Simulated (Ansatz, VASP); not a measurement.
HfO2: VASP beside Ansatz

```
Hf O
1.0
     0.00000    2.52918    2.52918
     2.52918    0.00000    2.52918
     2.52918    2.52918    0.00000
Hf O
1 2
Direct
  0.00000 0.00000 0.00000
  0.25000 0.25000 0.25000
  0.75000 0.75000 0.75000
```

Alike in both runs: task single point; functional PBE-based screened hybrid; k mesh 4 × 4 × 4; no spin polarisation.

|  | VASP | Ansatz |
| --- | --- | --- |
| version | VASP 6.6.1 | Ansatz 0.2.0 |
| potentials or method | VASP PAW PBE potentials, release 64 (Hf_pv, O) | plane waves |
| plane-wave cutoff (eV) | 520 | 420 |
| occupations | gaussian, width 0.01 eV | fixed |
| valence electrons in the cell | 22 | 38 |

|  | VASP | Ansatz | Ansatz less VASP |
| --- | --- | --- | --- |
| gap on the k mesh at the Fermi level (eV) | 4.96 | 4.97 | +0.008 |
| pressure (GPa) | -2.6 | 2.0 | +4.63 |

VASP's potentials were made for PBE, not for PBE-based screened hybrid. One of these differences is far larger than is usual between the two programs; its cause wasn't traced. VASP's potentials hold 22 valence electrons a cell and Ansatz's 38, so a difference there can come from the potentials and not from the codes. Ansatz's warnings: stress exchange threshold loose, stress scf threshold loose.

The k mesh is coarse, so the values compare programs but aren't converged. Spin-orbit coupling is off throughout.
